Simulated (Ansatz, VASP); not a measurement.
## Sb2Mo: VASP beside Ansatz

```
Sb Mo
1.0
     4.13407    0.00000    0.00000
    -2.06703    3.58021    0.00000
     0.00000    0.00000    4.46369
Sb Mo
2 1
Direct
  0.33333 0.66667 0.50000
  0.66667 0.33333 0.50000
  0.00000 0.00000 0.00000
```

Alike in both runs: task relaxation of cell and atoms; functional r2SCAN; k mesh 6 × 6 × 4; occupations gaussian, width 0.1 eV; no spin polarisation.

|  | VASP | Ansatz |
| --- | --- | --- |
| version | VASP 6.6.1 | Ansatz 0.2.0 |
| potentials or method | VASP PAW PBE potentials, release 64 (Sb, Mo_sv), cutoff 600 eV | scalar-relativistic, plane waves, PAW |
| valence electrons in the cell | 24 | 44 |

Ansatz gave:

```
gap on the k mesh at the Fermi level, each at its own relaxed structure (eV) : none
relaxed volume (Å³/atom)                                                     : 21.88
relaxed cell length with the largest relative difference (Å)                 : 5.037
```

**Question.** Estimate VASP's values.

**Answer.** gap on the k mesh at the Fermi level, each at its own relaxed structure (eV): none; relaxed volume (Å³/atom): 21.97; relaxed cell length with the largest relative difference (Å): 5.045.

VASP's potentials were made for PBE, not for r2SCAN. A gap of «none» marks a metal or a gap that the smearing closes. VASP's potentials hold 24 valence electrons a cell and Ansatz's 44, so a difference there can come from the potentials and not from the codes.

Neither program's run includes spin-orbit coupling.
